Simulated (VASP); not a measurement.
# Ti in VASP: a series of runs

Ti is run at these levels: LDA; tasks: single point.

All numbers are computed with VASP 6.6.1; they aren't measurements. Logs are shortened: lines on timing, memory, paths and dates and some standing lists are left out, and cuts for length are marked.

### Step 1. The cell of the first run

The structure is tetragonal, space group I4/mmm (No. 139). Conventional cell: a = 3.027 Å, b = 3.027 Å, c = 4.001 Å, α = 90.00°, β = 90.00°, γ = 90.00°. Within 4.1 Å of Ti (site symmetry 4/mmm) lie 14 Ti at 2.93 to 4.00 Å.

### Step 2. Single point, LDA (normal strain along x +0.0700, normal strain along y +0.0700)

Contents of INCAR:

```
PREC = Accurate
ENCUT = 520
EDIFF = 1E-7
ISMEAR = 0
SIGMA = 0.15
LREAL = False
LASPH = True
NELM = 60
ALGO = Fast
ISIF = 2
LWAVE = False
LCHARG = False
GGA = CA
NBANDS = 12
```

Contents of KPOINTS:

```
Automatic mesh
0
Gamma
  20 20 20
```

Contents of POSCAR:

```
Ti
1.0
    0.0000000000      2.1405714119      2.0005340298
    2.1405714119      0.0000000000      2.0005340298
    2.1405714119      2.1405714119      0.0000000000
Ti
1
Direct
    0.0000000000      0.0000000000      0.0000000000
```

Potentials or basis: VASP PAW LDA potentials, release 64 (Ti_sv).

Launch:

```
> cat potpaw_LDA.64/Ti_sv/POTCAR > POTCAR
> mpirun -np 1 vasp_std > vasp.out
```

OUTCAR:

```text
PREC = Accurate
   ENCUT = 520
   EDIFF = 1E-7
   ISMEAR = 0
   LREAL = False
   LASPH = True
   NELM = 60
   ISIF = 2
   GGA = CA

 ion  position               nearest neighbor table
   1  0.000  0.000  0.000-

  LATTYP: Found a body centered tetragonal cell.
 ALAT       =     3.0272251219
 C/A-ratio  =     1.3216949181

  Lattice vectors:

 A1 = (   0.0000000000,  -2.1405714119,  -2.0005340298)
 A2 = (   0.0000000000,   2.1405714119,  -2.0005340298)
 A3 = (   2.1405714119,   0.0000000000,   2.0005340298)

Analysis of symmetry for initial positions (statically):
=====================================================================
 Subroutine PRICEL returns:
 Original cell was already a primitive cell.

 Routine SETGRP: Setting up the symmetry group for a
 body centered tetragonal supercell.

 Subroutine GETGRP returns: Found 16 space group operations
 (whereof 16 operations were pure point group operations)
 out of a pool of 16 trial point group operations.

The static configuration has the point symmetry D_4h.

Analysis of symmetry for dynamics (positions and initial velocities):
=====================================================================
 Subroutine PRICEL returns:
 Original cell was already a primitive cell.

 Routine SETGRP: Setting up the symmetry group for a
 body centered tetragonal supercell.

 Subroutine GETGRP returns: Found 16 space group operations
 (whereof 16 operations were pure point group operations)
 out of a pool of 16 trial point group operations.

The dynamic configuration has the point symmetry D_4h.

 Subroutine INISYM returns: Found 16 space group operations
 (whereof 16 operations are pure point group operations),
 and found     1 'primitive' translations

----------------------------------------------------------------------------------------

                                     Primitive cell

  volume of cell :      18.3331

  direct lattice vectors                    reciprocal lattice vectors
     0.000000000  2.140571412  2.000534030    -0.233582490  0.233582490  0.249933264
     2.140571412  0.000000000  2.000534030     0.233582490 -0.233582490  0.249933264
     2.140571412  2.140571412  0.000000000     0.233582490  0.233582490 -0.249933264

  length of vectors
     2.929877536  2.929877536  3.027225122     0.414232055  0.414232055  0.414232055

  position of ions in fractional coordinates (direct lattice)
     0.000000000  0.000000000  0.000000000

  ion indices of the primitive-cell ions
   primitive index   ion index
                 1           1

----------------------------------------------------------------------------------------

 KPOINTS: Automatic mesh

Automatic generation of k-mesh.
 Grid dimensions read from file:
 generate k-points for:   20   20   20

 Generating k-lattice:

  Cartesian coordinates                     Fractional coordinates (reciprocal lattice)
    -0.011679124  0.011679124  0.012496663     0.050000000  0.000000000  0.000000000
     0.011679124 -0.011679124  0.012496663     0.000000000  0.050000000  0.000000000
     0.011679124  0.011679124 -0.012496663    -0.000000000 -0.000000000  0.050000000

  Length of vectors
     0.020711603  0.020711603  0.020711603

  Shift w.r.t. Gamma in fractional coordinates (k-lattice)
     0.000000000  0.000000000  0.000000000

 Subroutine IBZKPT returns following result:
 ===========================================

 Found    641 irreducible k-points:

 Following reciprocal coordinates:
            Coordinates               Weight
  0.000000  0.000000  0.000000      1.000000
  0.050000  0.000000  0.000000      8.000000
  0.100000 -0.000000  0.000000      8.000000
  0.150000 -0.000000  0.000000      8.000000
  0.200000 -0.000000  0.000000      8.000000
  0.250000  0.000000  0.000000      8.000000
[... 16 lines left out ...]
 -0.400000  0.050000  0.000000      8.000000
 -0.350000  0.050000  0.000000      8.000000
 [... further k-points ...]
   k-points           NKPTS =    641   k-points in BZ     NKDIM =    641   number of bands    NBANDS=     12
   number of dos      NEDOS =    301   number of ions     NIONS =      1
   total plane-waves  NPLWV =  13824
   dimension x,y,z NGX =    24 NGY =   24 NGZ =   24
   dimension x,y,z NGXF=    48 NGYF=   48 NGZF=   48
   ions per type =               1
   NGX,Y,Z   is equivalent  to a cutoff of  13.62, 13.62, 13.18 a.u.
   NGXF,Y,Z  is equivalent  to a cutoff of  27.24, 27.24, 26.36 a.u.
 SYSTEM =  unknown system
   PREC   = accura    normal or accurate (medium, high low for compatibility)
   ISTART =      0    job   : 0-new  1-cont  2-samecut
   ICHARG =      2    charge: 1-file 2-atom 10-const
   ISPIN  =      1    spin polarized calculation?
   LNONCOLLINEAR =      F non collinear calculations
   LSORBIT =      F    spin-orbit coupling
   LASPH  =      T    aspherical Exc in radial PAW
   ENCUT  =  520.0 eV  38.22 Ry    6.18 a.u.   5.45  5.45  5.63*2*pi/ulx,y,z
   NELM   =     60;   NELMIN=  2; NELMDL= -5     # of ELM steps
   EDIFF  = 0.1E-06   stopping-criterion for ELM
   LREAL  =      F    real-space projection
   EDIFFG = 0.1E-05   stopping-criterion for IOM
   NSW    =      0    number of steps for IOM
   IBRION =     -1    ionic relax: 0-MD 1-quasi-New 2-CG
   NFREE  =      0    steps in history (QN), initial steepest desc. (CG)
   ISIF   =      2    stress and relaxation
   ISYM   =      2    0-nonsym 1-usesym 2-fastsym
   POTIM  = 0.5000    time-step for ionic-motion
   TEBEG  =    0.0;   TEEND  =   0.0 temperature during run
   PSTRESS=    0.0 pullay stress
   NELECT =      12.0000    total number of electrons
   NUPDOWN=      -1.0000    fix difference up-down
   EMIN   =  10.00;   EMAX   =-10.00  energy-range for DOS
   EFERMI =   0.00;   METHOD = LEGACY
   ISMEAR =     0;   SIGMA  =   0.15  broadening in eV -4-tet -1-fermi 0-gaus
   EFERMI_NEDOS =   21; number of points for ismear=-14 and -15
   IALGO  =     68    algorithm
   IMIX   =      4    mixing-type and parameters
     AMIX     =   0.40;   BMIX     =  1.00
     AMIX_MAG =   1.60;   BMIX_MAG =  1.00
  volume/ion in A,a.u.               =      18.33       123.72
  Fermi-wavevector in a.u.,A,eV,Ry     =   1.421423  2.686101 27.489815  2.020444
  Thomas-Fermi vector in A             =   2.542235
   LORBIT       =      0    0 simple, 1 ext, 2 COOP (PROOUT), +10 PAW based schemes
   GGA     = CA    functional components
   LHFCALC =     F    Hartree Fock is set to
   AEXX    =    0.0000 exact exchange contribution
   IVDW    =     0    specifies the selected vdW correction
   LEPSILON=     F    determine dielectric tensor
   LRPA    =     F    only Hartree local field effects (RPA)
 non-spin polarized calculation
 RMM-DIIS sequential band-by-band and
 Gauss-broadening in eV      SIGMA  =   0.15
  energy-cutoff  :      520.00
  volume of cell :       18.33
 maximum number of plane-waves:       515
 NGX is ok and might be reduce to    24
   NGX = 11   NGY = 11   NGZ = 11

 number of electron      11.9999998 magnetization

 Free energy of the ion-electron system (eV)
  ---------------------------------------------------
  ext. energy  EPLUGINS =         0.00000000
  ---------------------------------------------------
  free energy    TOTEN  =        -8.39916909 eV

  energy without entropy =       -8.37653072  energy(sigma->0) =       -8.38784991

 E-fermi :   7.4112     XC(G=0): -11.5279

 val. band max:        7.4096481961   @ k =  -0.2000   0.5000   0.3000
 cond. band min:       7.4134023423   @ k =  -0.3500   0.0500   0.2500
 fundamental gap:      0.0037541462
 Fermi energy:         7.4111614085

 k-point     1 :       0.0000    0.0000    0.0000
  band No.  band energies     occupation
      1     -48.6868      2.00000
      2     -24.9780      2.00000
      3     -24.9780      2.00000
      4     -24.9676      2.00000
      5       1.5343      2.00000
      6       8.0918      0.00000
      7       8.0918      0.00000
      8       8.5661      0.00000
      9       9.4220      0.00000
     10       9.9603      0.00000
     11      22.5460      0.00000
     12      26.1367      0.00000

 k-point     2 :       0.0500    0.0000    0.0000
  band No.  band energies     occupation
      1     -48.6843      2.00000
      2     -24.9901      2.00000
      3     -24.9805      2.00000
      4     -24.9713      2.00000
      5       1.6119      2.00000
      6       8.0746      0.00000
      7       8.1188      0.00000
      8       8.5644      0.00000
      9       9.4104      0.00000
     10       9.9382      0.00000
     11      22.5975      0.00000
     12      25.7086      0.00000

 k-point     3 :       0.1000   -0.0000    0.0000
  band No.  band energies     occupation
      1     -48.6769      2.00000
      2     -25.0315      2.00000
      3     -24.9878      2.00000
      4     -24.9758      2.00000
      5       1.8404      2.00000
      6       8.0018      0.00000
      7       8.1878      0.00000
      8       8.5832      0.00000
      9       9.3893      0.00000
     10       9.8813      0.00000
     11      22.6734      0.00000
     12      24.6222      0.00000

 k-point     4 :       0.1500   -0.0000    0.0000
  band No.  band energies     occupation
      1     -48.6655      2.00000
      2     -25.0970      2.00000
      3     -24.9991      2.00000
      4     -24.9814      2.00000
      5       2.2076      2.00000
      6       7.8575      0.00003
      7       8.2601      0.00000
      8       8.6422      0.00000
      9       9.4015      0.00000
     10       9.8189      0.00000
     11      22.3515      0.00000
     12      23.6900      0.00000

 k-point     5 :       0.2000   -0.0000    0.0000
  band No.  band energies     occupation
      1     -48.6510      2.00000
      2     -25.1791      2.00000
      3     -25.0133      2.00000
      4     -24.9883      2.00000
      5       2.6907      2.00000
      6       7.6751      0.01281
      7       8.2807      0.00000
      8       8.7029      0.00000
      9       9.5053      0.00000
     10       9.8000      0.00000
     11      21.2145      0.00000
     12      23.3912      0.00000
[... 228 lines left out ...]
      1     -48.5814      2.00000
      2     -25.5494      2.00000
      3     -25.0833      2.00000
      4     -25.0296      2.00000
      5       5.0168      2.00000
      6       7.8633      0.00002
      7       7.8937      0.00001
      8       8.4265      0.00000
      9      10.7393      0.00000
     10      10.8566      0.00000
     11      15.0751      0.00000
     12      21.6939      0.00000

 k-point    22 :      -0.4500    0.0500    0.0000
  band No.  band energies     occupation
      1     -48.5827      2.00000
      2     -25.5423      2.00000
      3     -25.0798      2.00000
      4     -25.0320      2.00000
      5       4.9913      2.00000
      6       7.8169      0.00013
      7       7.8990      0.00000
      8       8.4398      0.00000
      9      10.7565      0.00000
     10      10.7700      0.00000
     11      15.2108      0.00000
     12      21.7398      0.00000

 k-point    23 :      -0.4000    0.0500    0.0000
  band No.  band energies     occupation
      1     -48.5889      2.00000
      2     -25.5088      2.00000
      3     -25.0716      2.00000
      4     -25.0318      2.00000
      5       4.8399      2.00000
      6       7.6423      0.02929
      7       7.9467      0.00000
      8       8.4397      0.00000
      9      10.5616      0.00000
     10      10.6668      0.00000
     11      15.8805      0.00000
     12      21.9348      0.00000

 k-point    24 :      -0.3500    0.0500    0.0000
  band No.  band energies     occupation
      1     -48.5995      2.00000
      2     -25.4521      2.00000
      3     -25.0596      2.00000
      4     -25.0290      2.00000
      5       4.5228      2.00000
      6       7.4608      0.63949
      7       8.0319      0.00000
      8       8.4779      0.00000
      9      10.2667      0.00000
     10      10.5083      0.00000
     11      16.9136      0.00000
     12      22.2580      0.00000

 [... further k-points ...]

------------------------ aborting loop because EDIFF is reached ----------------------------------------

  FORCE on cell =-STRESS in cart. coord.  units (eV):
  Direction    XX          YY          ZZ          XY          YZ          ZX
  --------------------------------------------------------------------------------------
  -------------------------------------------------------------------------------------
  Total       -1.5823789     -1.5823789     -1.3572103      0.0000000     -0.0000000     -0.0000000
  in kB     -138.2883819   -138.2883819   -118.6102869      0.0000000     -0.0000000     -0.0000000
  external PRESSURE =    -131.7290169 kB  Pullay stress =       0.0000000 kB

 VOLUME and BASIS-vectors are now :
 -----------------------------------------------------------------------------
  energy-cutoff  :      520.00
  volume of cell :       18.33
      direct lattice vectors                 reciprocal lattice vectors
     0.000000000  2.140571412  2.000534030    -0.233582490  0.233582490  0.249933264
     2.140571412  0.000000000  2.000534030     0.233582490 -0.233582490  0.249933264
     2.140571412  2.140571412  0.000000000     0.233582490  0.233582490 -0.249933264

 POSITION                                       TOTAL-FORCE (eV/Angst)
 -----------------------------------------------------------------------------------
      0.00000      0.00000      0.00000         0.000000      0.000000      0.000000
 -----------------------------------------------------------------------------------
    total drift:                                0.000000      0.000000      0.000000

  FREE ENERGIE OF THE ION-ELECTRON SYSTEM (eV)
  ---------------------------------------------------
  free  energy   TOTEN  =        -8.3991690942 eV

  energy  without entropy=       -8.3765307222  energy(sigma->0) =       -8.38784991
```

Run time: 6.3 min. Hardware: 1 thread of AMD EPYC 9R45 (Zen 5), shared host; peak memory 0.2 GiB.

What came out:

| Item | Value |
| --- | --- |
| Free energy | -8.3992 eV |
| Pressure | -13.2 GPa |
| Band gap on the k mesh | zero (bands 6 and 7 overlap by 1.28 eV) |

Stress tensor (GPa, compression positive):
```
-13.83   0.00   0.00
  0.00 -13.83   0.00
  0.00   0.00 -11.86
```

Levels at points of the mesh, in eV from the Fermi level:
```tsv
k point	band 4	band 5	band 6	band 7	band 8	band 9
(0.00, 0.00, 0.00)	-32.38	-5.88	0.68	0.68	1.15	2.01
(0.50, 0.00, 0.00)	-32.43	-2.45	0.43	0.64	1.00	3.20
(0.50, 0.50, 0.00)	-32.64	-2.35	-1.66	3.29	3.52	3.61
(0.50, 0.00, 0.50)	-32.54	-2.41	-1.50	2.32	3.27	3.40
```

Caveat: the cell differs from its parent crystal (normal strain along x +0.0700, normal strain along y +0.0700); the cell stands under tension.

### Step 3. Single point, LDA (normal strain along x -0.0700, normal strain along y +0.0000)

Contents of INCAR:

```
PREC = Accurate
ENCUT = 520
EDIFF = 1E-6
ISMEAR = 0
SIGMA = 0.15
LREAL = F
LASPH = T
NELM = 80
ALGO = Fast
ISIF = 2
LWAVE = F
LCHARG = F
GGA = CA
NBANDS = 12
```

KPOINTS is that of step 2.

Contents of POSCAR:

```
Ti
1.0
    0.0000000000      2.0005340298      2.0005340298
    1.8604966477      0.0000000000      2.0005340298
    1.8604966477      2.0005340298      0.0000000000
Ti
1
Direct
    0.0000000000      0.0000000000      0.0000000000
```

Potentials or basis: VASP PAW LDA potentials, release 64 (Ti_sv).

Launch:

```
> cat potpaw_LDA.64/Ti_sv/POTCAR > POTCAR
> mpirun -np 1 vasp_std > vasp.out
```

It took 3.1 min on 1 thread of AMD EPYC 9R45 (Zen 5), shared host; peak memory 0.18 GiB.

The run converged. Its results:

```
Free energy            : -8.4705 eV
Pressure               : 9.7 GPa
Band gap on the k mesh : zero (bands 6 and 7 overlap by 1.47 eV)
```

Stress tensor (GPa, compression positive):
```
11.16  0.00  0.00
 0.00  8.99  0.00
 0.00  0.00  8.99
```

Levels at points of the mesh, in eV from the Fermi level:
```csv
k point,band 3,band 4,band 5,band 6,band 7,band 8,band 9,band 10
"(0.00, 0.00, 0.00)",-31.78,-31.77,-6.31,0.75,0.75,1.39,2.50,3.26
"(0.50, 0.00, 0.00)",-31.97,-31.86,-2.95,0.38,1.18,1.25,4.10,4.45
"(0.50, 0.50, 0.00)",-32.18,-32.06,-3.15,-2.08,3.27,4.21,4.37,4.86
"(0.00, 0.50, 0.50)",-32.25,-32.25,-3.15,-2.33,4.24,4.66,4.66,4.80
```

Caveat: the cell differs from its parent crystal (normal strain along x -0.0700, normal strain along y +0.0000); the cell stands under pressure.

(Continued in part 2 of 2.)
